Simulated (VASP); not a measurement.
A run of VASP 6.6.1 is set up as follows.

Contents of INCAR:

```
SYSTEM = Mo
ALGO     = Normal         ! electronic algorithm
EDIFF    = 1E-7           ! SCF threshold, eV
ENCUT    = 520            ! plane-wave cutoff, eV
GGA      = RE             ! functional
ISIF     = 2              ! what is computed and relaxed
ISMEAR   = -1             ! smearing method
LASPH    = .TRUE.         ! aspherical terms in the spheres
LCHARG   = .FALSE.        ! write CHGCAR
LREAL    = .FALSE.        ! projectors in reciprocal space
LWAVE    = .FALSE.        ! write WAVECAR
NBANDS   = 13             ! bands
NELM     = 60             ! most SCF steps
PREC     = Accurate       ! precision mode
SIGMA    = 0.1            ! smearing width, eV
```

File KPOINTS:

```
k-points
0
G
  15 15 15
  0 0 0
```

Contents of POSCAR:

```
Mo
1.0
    0.0000000000      2.0605206163      2.0605206163
    2.0605206163      0.0000000000      2.0605206163
    2.0605206163      2.0605206163      0.0000000000
Mo
1
Direct
    0.0000000000      0.0000000000      0.0000000000
```

Potentials or basis: VASP PAW PBE potentials, release 64 (Mo_sv).

The run is started by

```sh
$ cat potpaw_PBE.64/Mo_sv/POTCAR > POTCAR
$ mpirun -np 1 vasp_std > vasp.out
```

(1) Predict the pressure.

(2) What does it give for the band gap on the k mesh?

Results:

(1) -14.7 GPa.

(2) zero (band 7 reaches 13.91 eV, above the bottom of band 8 at 9.94 eV).

Caveat: the PAW data sets were made with another functional, which shifts forces and pressure a little.
